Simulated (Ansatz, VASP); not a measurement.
InGaO in VASP and in Ansatz

```
CELL_PARAMETERS angstrom
4.13034 0.00000 0.00000
-2.06517 3.57698 0.00000
0.00000 0.00000 7.38799
ATOMIC_POSITIONS crystal
In 0.00000 0.00000 0.00000
In 0.00000 0.00000 0.50000
Ga 0.33333 0.66667 0.75000
Ga 0.66667 0.33333 0.25000
O 0.33333 0.66667 0.25000
O 0.66667 0.33333 0.75000
```

Change from the starting cell: species swapped into the DyCuSi type (P6_3/mmc, No. 194).

Alike in both runs: task single point; functional PBE; k mesh 6 × 6 × 4; occupations gaussian, width 0.1 eV; no spin polarisation.

```csv
,VASP,Ansatz
version,VASP 6.6.1,Ansatz 0.2.0
potentials or method,"VASP PAW PBE potentials, release 64 (In_d, Ga_d, O), cutoff 520 eV","scalar-relativistic, plane waves, PAW"
valence electrons in the cell,64,64
```

```tsv
	VASP	Ansatz	Ansatz less VASP
gap on the k mesh at the Fermi level (eV)	none	none	-
pressure (GPa)	0.9	0.9	0.00
traceless stress, the component that is largest in VASP (GPa)	3.30	3.36	+0.058
```

A gap of «none» marks a metal or a gap that the smearing closes. The functional is the same, so the differences come from potentials, cutoffs and numerics.
